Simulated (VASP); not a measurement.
# InSb (Pm-3m) in VASP: single point with r2SCAN

Aim: the single point of InSb with r2SCAN.

Everything below comes from runs of VASP 6.6.1. Logs are shortened: lines on timing, memory, paths and dates and some standing lists are left out, and cuts for length are marked.

### 1 The cell of the first run

It takes space group Pm-3m (No. 221, cubic). The conventional cell has a = 3.837 Å, b = 3.837 Å, c = 3.837 Å, α = 90.00°, β = 90.00°, γ = 90.00°. In (site symmetry m-3m) has 8 Sb at 3.32 Å and 6 In at 3.84 Å within 4.4 Å. Within 4.4 Å of Sb (site symmetry m-3m) lie 8 In at 3.32 Å and 6 Sb at 3.84 Å.

### 2 Single point, r2SCAN

The input, POSCAR:

```
InSb
1.0
   -1.2790711411      2.5581422821      2.5581422821
    2.5581422821     -1.2790711411      2.5581422821
    2.5581422821      2.5581422821     -1.2790711411
In Sb
1 1
Direct
    0.0000000000      0.0000000000      0.0000000000
    0.5000000000      0.5000000000      0.5000000000
```

The input, INCAR.step1:

```
SYSTEM = InSb
ALGO     = Normal         ! electronic algorithm
EDIFF    = 1E-4           ! SCF threshold, eV
ENCUT    = 520            ! plane-wave cutoff, eV
GGA      = PE             ! functional
ISMEAR   = 0              ! smearing method
LASPH    = .True.         ! aspherical terms in the spheres
LCHARG   = .False.        ! write CHGCAR
LREAL    = .False.        ! projectors in reciprocal space
LWAVE    = .True.         ! write WAVECAR
NBANDS   = 16             ! bands
NELM     = 80             ! most SCF steps
PREC     = Accurate       ! precision mode
SIGMA    = 0.15           ! smearing width, eV
```

The input, INCAR.step2:

```
SYSTEM = InSb
ALGO     = Normal         ! electronic algorithm
EDIFF    = 1E-6           ! SCF threshold, eV
ENCUT    = 520            ! plane-wave cutoff, eV
ISIF     = 2              ! what is computed and relaxed
ISMEAR   = 0              ! smearing method
ISTART   = 1            
LASPH    = .True.         ! aspherical terms in the spheres
LCHARG   = .False.        ! write CHGCAR
LMIXTAU  = .True.       
LREAL    = .False.        ! projectors in reciprocal space
LWAVE    = .False.        ! write WAVECAR
METAGGA  = R2SCAN         ! meta-GGA
NBANDS   = 16             ! bands
NELM     = 80             ! most SCF steps
PREC     = Accurate       ! precision mode
SIGMA    = 0.15           ! smearing width, eV
```

The input, KPOINTS:

```
k-points
0
Gamma
  20 20 20
  0 0 0
```

Potentials or basis: VASP PAW PBE potentials, release 64 (In_d, Sb).

The run is started by

```console
> cat potpaw_PBE.64/In_d/POTCAR potpaw_PBE.64/Sb/POTCAR > POTCAR
> cp INCAR.step1 INCAR
> mpirun -np 1 vasp_std > vasp.out
> cp INCAR.step2 INCAR
> mpirun -np 1 vasp_std > vasp.out
```

OUTCAR:

```text
SYSTEM = InSb
   EDIFF = 1E-6
   ENCUT = 520
   ISIF = 2
   ISMEAR = 0
   ISTART = 1
   LASPH = .True.
   LREAL = .False.
   METAGGA = R2SCAN
   NELM = 80
   PREC = Accurate

 ion  position               nearest neighbor table
   1  0.000  0.000  0.000-   2 3.32   2 3.32   2 3.32   2 3.32   2 3.32   2 3.32   2 3.32   2 3.32

   2  0.500  0.500  0.500-   1 3.32   1 3.32   1 3.32   1 3.32   1 3.32   1 3.32   1 3.32   1 3.32

  LATTYP: Found a simple cubic cell.
 ALAT       =     3.8372134232

  Lattice vectors:

 A1 = (  -1.2790711411,   2.5581422821,   2.5581422821)
 A2 = (   2.5581422821,  -1.2790711411,   2.5581422821)
 A3 = (   2.5581422821,   2.5581422821,  -1.2790711411)

Analysis of symmetry for initial positions (statically):
=====================================================================
 Subroutine PRICEL returns:
 Original cell was already a primitive cell.

 Routine SETGRP: Setting up the symmetry group for a
 simple cubic supercell.

 Subroutine GETGRP returns: Found 48 space group operations
 (whereof 48 operations were pure point group operations)
 out of a pool of 48 trial point group operations.

The static configuration has the point symmetry O_h .

Analysis of symmetry for dynamics (positions and initial velocities):
=====================================================================
 Subroutine PRICEL returns:
 Original cell was already a primitive cell.

 Routine SETGRP: Setting up the symmetry group for a
 simple cubic supercell.

 Subroutine GETGRP returns: Found 48 space group operations
 (whereof 48 operations were pure point group operations)
 out of a pool of 48 trial point group operations.

The dynamic configuration has the point symmetry O_h .

 Subroutine INISYM returns: Found 48 space group operations
 (whereof 48 operations are pure point group operations),
 and found     1 'primitive' translations

----------------------------------------------------------------------------------------

                                     Primitive cell

  volume of cell :      56.4999

  direct lattice vectors                    reciprocal lattice vectors
    -1.279071141  2.558142282  2.558142282    -0.086868594  0.173737187  0.173737187
     2.558142282 -1.279071141  2.558142282     0.173737187 -0.086868594  0.173737187
     2.558142282  2.558142282 -1.279071141     0.173737187  0.173737187 -0.086868594

  length of vectors
     3.837213423  3.837213423  3.837213423     0.260605781  0.260605781  0.260605781

  position of ions in fractional coordinates (direct lattice)
     0.000000000  0.000000000  0.000000000
     0.500000000  0.500000000  0.500000000

  ion indices of the primitive-cell ions
   primitive index   ion index
                 1           1
                 2           2

----------------------------------------------------------------------------------------

 KPOINTS: k-points

Automatic generation of k-mesh.
 Grid dimensions read from file:
 generate k-points for:   20   20   20

 Generating k-lattice:

  Cartesian coordinates                     Fractional coordinates (reciprocal lattice)
    -0.004343430  0.008686859  0.008686859     0.050000000  0.000000000  0.000000000
     0.008686859 -0.004343430  0.008686859     0.000000000  0.050000000  0.000000000
     0.008686859  0.008686859 -0.004343430     0.000000000  0.000000000  0.050000000

  Length of vectors
     0.013030289  0.013030289  0.013030289

  Shift w.r.t. Gamma in fractional coordinates (k-lattice)
     0.000000000  0.000000000  0.000000000

 Subroutine IBZKPT returns following result:
 ===========================================

 Found    286 irreducible k-points:

 Following reciprocal coordinates:
            Coordinates               Weight
  0.000000  0.000000  0.000000      1.000000
  0.050000 -0.000000 -0.000000      6.000000
  0.100000 -0.000000 -0.000000      6.000000
  0.150000 -0.000000 -0.000000      6.000000
  0.200000 -0.000000 -0.000000      6.000000
  0.250000 -0.000000 -0.000000      6.000000
[... 16 lines left out ...]
  0.150000  0.100000 -0.000000     24.000000
  0.200000  0.100000  0.000000     24.000000
 [... further k-points ...]
   k-points           NKPTS =    286   k-points in BZ     NKDIM =    286   number of bands    NBANDS=     16
   number of dos      NEDOS =    301   number of ions     NIONS =      2
   total plane-waves  NPLWV =  27000
   dimension x,y,z NGX =    30 NGY =   30 NGZ =   30
   dimension x,y,z NGXF=    60 NGYF=   60 NGZF=   60
   ions per type =               1   1
   NGX,Y,Z   is equivalent  to a cutoff of  13.00, 13.00, 13.00 a.u.
   NGXF,Y,Z  is equivalent  to a cutoff of  25.99, 25.99, 25.99 a.u.
 SYSTEM =  InSb
   PREC   = accura    normal or accurate (medium, high low for compatibility)
   ISTART =      1    job   : 0-new  1-cont  2-samecut
   ICHARG =      0    charge: 1-file 2-atom 10-const
   ISPIN  =      1    spin polarized calculation?
   LNONCOLLINEAR =      F non collinear calculations
   LSORBIT =      F    spin-orbit coupling
   LASPH  =      T    aspherical Exc in radial PAW
   ENCUT  =  520.0 eV  38.22 Ry    6.18 a.u.   7.13  7.13  7.13*2*pi/ulx,y,z
   NELM   =     80;   NELMIN=  2; NELMDL=  0     # of ELM steps
   EDIFF  = 0.1E-05   stopping-criterion for ELM
   LREAL  =      F    real-space projection
   EDIFFG = 0.1E-04   stopping-criterion for IOM
   NSW    =      0    number of steps for IOM
   IBRION =     -1    ionic relax: 0-MD 1-quasi-New 2-CG
   NFREE  =      0    steps in history (QN), initial steepest desc. (CG)
   ISIF   =      2    stress and relaxation
   ISYM   =      2    0-nonsym 1-usesym 2-fastsym
   POTIM  = 0.5000    time-step for ionic-motion
   TEBEG  =    0.0;   TEEND  =   0.0 temperature during run
   PSTRESS=    0.0 pullay stress
   NELECT =      18.0000    total number of electrons
   NUPDOWN=      -1.0000    fix difference up-down
   EMIN   =  10.00;   EMAX   =-10.00  energy-range for DOS
   EFERMI =   0.00;   METHOD = LEGACY
   ISMEAR =     0;   SIGMA  =   0.15  broadening in eV -4-tet -1-fermi 0-gaus
   EFERMI_NEDOS =   21; number of points for ismear=-14 and -15
   IALGO  =     38    algorithm
   IMIX   =      4    mixing-type and parameters
     AMIX     =   0.40;   BMIX     =  1.00
     AMIX_MAG =   1.60;   BMIX_MAG =  1.00
  volume/ion in A,a.u.               =      28.25       190.64
  Fermi-wavevector in a.u.,A,eV,Ry     =   1.118106  2.112914 17.009479  1.250161
  Thomas-Fermi vector in A             =   2.254735
   LORBIT       =      0    0 simple, 1 ext, 2 COOP (PROOUT), +10 PAW based schemes
   METAGGA = R2SCAN    functional components
   LHFCALC =     F    Hartree Fock is set to
   AEXX    =    0.0000 exact exchange contribution
   IVDW    =     0    specifies the selected vdW correction
   LEPSILON=     F    determine dielectric tensor
   LRPA    =     F    only Hartree local field effects (RPA)
 non-spin polarized calculation
 Gauss-broadening in eV      SIGMA  =   0.15
  energy-cutoff  :      520.00
  volume of cell :       56.50
 maximum number of plane-waves:      1568
 NGX is ok and might be reduce to    30
   NGX = 15   NGY = 15   NGZ = 15

 number of electron      17.9999986 magnetization

 Free energy of the ion-electron system (eV)
  ---------------------------------------------------
  ext. energy  EPLUGINS =         0.00000000
  ---------------------------------------------------
  free energy    TOTEN  =       -47.96986060 eV

  energy without entropy =      -47.95654445  energy(sigma->0) =      -47.96320252

 E-fermi :   7.0693     XC(G=0): -10.5647

 val. band max:        7.0685813202   @ k =   0.2000   0.1500  -0.0000
 cond. band min:       7.0725536730   @ k =   0.1500  -0.0000  -0.0000
 fundamental gap:      0.0039723529
 Fermi energy:         7.0693399855

 k-point     1 :       0.0000    0.0000    0.0000
  band No.  band energies     occupation
      1      -7.9939      2.00000
      2      -7.9939      2.00000
      3      -7.8989      2.00000
      4      -7.8989      2.00000
      5      -7.8989      2.00000
      6      -4.5574      2.00000
[... 8 lines left out ...]
     15      15.6027      0.00000
     16      19.4835      0.00000

 k-point     2 :       0.0500   -0.0000   -0.0000
  band No.  band energies     occupation
      1      -7.9938      2.00000
      2      -7.9917      2.00000
      3      -7.9000      2.00000
      4      -7.9000      2.00000
      5      -7.8989      2.00000
      6      -4.5331      2.00000
[... 8 lines left out ...]
     15      15.4687      0.00000
     16      19.3049      0.00000

 k-point     3 :       0.1000   -0.0000   -0.0000
  band No.  band energies     occupation
      1      -7.9933      2.00000
      2      -7.9853      2.00000
      3      -7.9030      2.00000
      4      -7.9030      2.00000
      5      -7.8987      2.00000
      6      -4.4605      2.00000
[... 8 lines left out ...]
     15      15.0972      0.00000
     16      19.1066      0.00000

 k-point     4 :       0.1500   -0.0000   -0.0000
  band No.  band energies     occupation
      1      -7.9926      2.00000
      2      -7.9753      2.00000
      3      -7.9078      2.00000
      4      -7.9078      2.00000
      5      -7.8984      2.00000
      6      -4.3408      2.00000
[... 8 lines left out ...]
     15      14.5621      0.00000
     16      18.3442      0.00000
[... 324 lines left out ...]
 k-point    22 :       0.1000    0.1000   -0.0000
  band No.  band energies     occupation
      1      -7.9887      2.00000
      2      -7.9805      2.00000
      3      -7.9078      2.00000
      4      -7.9036      2.00000
      5      -7.9019      2.00000
      6      -4.3631      2.00000
[... 8 lines left out ...]
     15      15.3813      0.00000
     16      18.3787      0.00000

 k-point    23 :       0.1500    0.1000   -0.0000
  band No.  band energies     occupation
      1      -7.9868      2.00000
      2      -7.9715      2.00000
      3      -7.9132      2.00000
      4      -7.9076      2.00000
      5      -7.9021      2.00000
      6      -4.2428      2.00000
[... 8 lines left out ...]
     15      15.1736      0.00000
     16      18.1008      0.00000

 k-point    24 :       0.2000    0.1000    0.0000
  band No.  band energies     occupation
      1      -7.9855      2.00000
      2      -7.9592      2.00000
      3      -7.9201      2.00000
      4      -7.9134      2.00000
      5      -7.9017      2.00000
      6      -4.0779      2.00000
[... 8 lines left out ...]
     15      14.9323      0.00000
     16      17.8027      0.00000

 [... further k-points ...]
[... 5 lines left out ...]
  --------------------------------------------------------------------------------------
  -------------------------------------------------------------------------------------
  Total       -0.7353425     -0.7353425     -0.7353425      0.0000000      0.0000000      0.0000000
  in kB      -20.8522251    -20.8522251    -20.8522251      0.0000000      0.0000000      0.0000000
  external PRESSURE =     -20.8522251 kB  Pullay stress =       0.0000000 kB

 VOLUME and BASIS-vectors are now :
 -----------------------------------------------------------------------------
  energy-cutoff  :      520.00
  volume of cell :       56.50
      direct lattice vectors                 reciprocal lattice vectors
    -1.279071141  2.558142282  2.558142282    -0.086868594  0.173737187  0.173737187
     2.558142282 -1.279071141  2.558142282     0.173737187 -0.086868594  0.173737187
     2.558142282  2.558142282 -1.279071141     0.173737187  0.173737187 -0.086868594

 POSITION                                       TOTAL-FORCE (eV/Angst)
 -----------------------------------------------------------------------------------
      0.00000      0.00000      0.00000        -0.000000      0.000000      0.000000
      1.91861      1.91861      1.91861         0.000000     -0.000000     -0.000000
 -----------------------------------------------------------------------------------
    total drift:                               -0.000000      0.000000     -0.000000

  FREE ENERGIE OF THE ION-ELECTRON SYSTEM (eV)
  ---------------------------------------------------
  free  energy   TOTEN  =       -47.9698605958 eV

  energy  without entropy=      -47.9565444514  energy(sigma->0) =      -47.96320252
```

Run time: 9.9 min. Hardware: 1 thread of Intel Xeon Platinum 8259CL at 2.50GHz (Skylake/Cascade Lake), shared host; peak memory 0.39 GiB.

What came out:

| Property | Result |
| --- | --- |
| Free energy | -47.9699 eV |
| Pressure | -2.1 GPa |
| Band gap on the k mesh | zero (bands 9 and 10 overlap by 3.38 eV) |

Caveat: the PAW data sets were made with another functional, which shifts forces and pressure a little; spin-orbit coupling is left out, which moves the levels of the heavy elements.
